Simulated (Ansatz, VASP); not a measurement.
ZrB2 in VASP and in Ansatz

The input POSCAR:

```
ZrB2
1.0
    3.1700000000      0.0000000000      0.0000000000
   -1.5850000000      2.7453005300      0.0000000000
    0.0000000000      0.0000000000      3.5330000000
Zr B
1 2
Direct
    0.0000000000      0.0000000000      0.0000000000
    0.6666666667      0.3333333333      0.5000000000
    0.3333333333      0.6666666667      0.5000000000
```

INCAR.step1

```
  PREC = Accurate
  ENCUT = 520
  EDIFF = 1E-5
  ISMEAR = -1
  SIGMA = 0.05
  LREAL = False
  LASPH = True
  NELM = 100
  ALGO = Normal
  ISIF = 2
  LWAVE = True
  LCHARG = False
  NBANDS = 16
  GGA = PE
```

INCAR.step2

```
  PREC = Accurate
  ENCUT = 520
  EDIFF = 1E-7
  ISMEAR = -1
  SIGMA = 0.05
  LREAL = False
  LASPH = True
  NELM = 100
  ALGO = Normal
  ISIF = 2
  LWAVE = False
  LCHARG = False
  GGA = PE
  LHFCALC = True
  AEXX = 0.1
  HFSCREEN = 0.2078699
  PRECFOCK = Normal
  NBANDS = 16
  ISTART = 1
```

File KPOINTS:

```
Automatic mesh
0
Gamma
  6 6 4
```

The input input.yaml:

```yaml
crystal:
  lattice:
    - [3.17, 0.0, 0.0]
    - [-1.585, 2.74530053, 0.0]
    - [0.0, 0.0, 3.533]
  atoms:
    - { symbol: Zr, position: [0.0, 0.0, 0.0] }
    - { symbol: B, position: [0.6666666667, 0.3333333333, 0.5] }
    - { symbol: B, position: [0.3333333333, 0.6666666667, 0.5] }
hamiltonian:
  xc:
    exchange: pbe
    correlation: pbe
    exx: { coeff: 0.1, omega: 0.2078699 }
  pseudopotentials: { kind: paw }
kpoints:
  mp_grid: { grid: [6, 6, 4] }
scf:
  occupations: { method: fermi_dirac, width: 0.05 }
output:
  forces: true
  stress: true
  eigenvalues: true
```

Alike in both runs: task single point; functional PBE-based screened hybrid; k mesh 6 × 6 × 4; occupations fermi-dirac, width 0.05 eV; no spin polarisation.

```csv
,VASP,Ansatz
version,VASP 6.6.1,Ansatz 0.2.0
potentials or method,"VASP PAW PBE potentials, release 64 (Zr_sv, B)",Ansatz PAW
plane-wave cutoff (eV),520,420
valence electrons in the cell,18,18
```

```csv
,VASP,Ansatz,Ansatz less VASP
gap on the k mesh at the Fermi level (eV),none,none,-
pressure (GPa),-0.2,-0.3,-0.12
"traceless stress, the component that is largest in VASP (GPa)",-1.20,-1.24,-0.034
```

VASP's potentials were made for PBE, not for PBE-based screened hybrid. A gap of «none» marks a metal or a gap that the smearing closes. With one functional, cell and mesh, what is left measures potentials, basis and numerics.

The k mesh is coarse, so the values compare programs but aren't converged.
